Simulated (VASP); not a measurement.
Runs of VASP 6.6.1 on Ru. The structure is that of space group P6/mmm (No. 191), or close to it. The cells are those of the table. This isn't the form of Ru at room conditions, which is hcp.

```csv
spin,cell,k mesh,smearing,gap on the mesh (eV),pressure (GPa)
off,"a = 4.063, b = 4.063, c = 2.554 Å, angles 90.0, 90.0, 120.0°, 3 atoms",10 × 10 × 13,fermi-dirac 0.1 eV,none,57.7
off,"a = 4.124, b = 4.124, c = 2.592 Å, angles 90.0, 90.0, 120.0°, 3 atoms",10 × 10 × 13,fermi-dirac 0.1 eV,none,34.5
off,"a = 4.240, b = 4.240, c = 2.665 Å, angles 90.0, 90.0, 120.0°, 3 atoms",10 × 10 × 13,fermi-dirac 0.1 eV,none,1.5
off,"a = 4.182, b = 4.182, c = 2.629 Å, angles 90.0, 90.0, 120.0°, 3 atoms",10 × 10 × 13,fermi-dirac 0.1 eV,none,16.1
off,"a = 4.296, b = 4.296, c = 2.700 Å, angles 90.0, 90.0, 120.0°, 3 atoms",10 × 10 × 13,fermi-dirac 0.1 eV,none,(a)
off,"a = 4.240, b = 4.240, c = 2.665 Å, angles 90.0, 90.0, 120.0°, 3 atoms",9 × 9 × 12,fermi-dirac 0.1 eV,none,1.5
"collinear, ferromagnetic start","a = 4.239, b = 4.239, c = 2.664 Å, angles 90.0, 90.0, 120.0°, 3 atoms",9 × 9 × 12,fermi-dirac 0.05 eV,none,1.5
```

Alike in all rows: task single point; level r2SCAN; potentials or basis VASP PAW PBE potentials, release 64 (Ru_pv); cutoff (eV) 520.

Task: Estimate the missing entries.

Result: (a) -10.1.

Caveats: the PAW data sets were made with another functional, which shifts forces and pressure a little; the cell stands under pressure (at least some runs); the stress differs along the axes, from 53 to 60 GPa (at least some runs); the cell stands under tension (at least some runs); an empty level that is flat over the whole mesh can mark a ghost state of the potentials, or a narrow d or f band (at least some runs).

A k mesh can miss the band edges, and the runs leave out spin-orbit coupling on Ru.

A gap of «none» marks levels without a gap at the run's occupations.
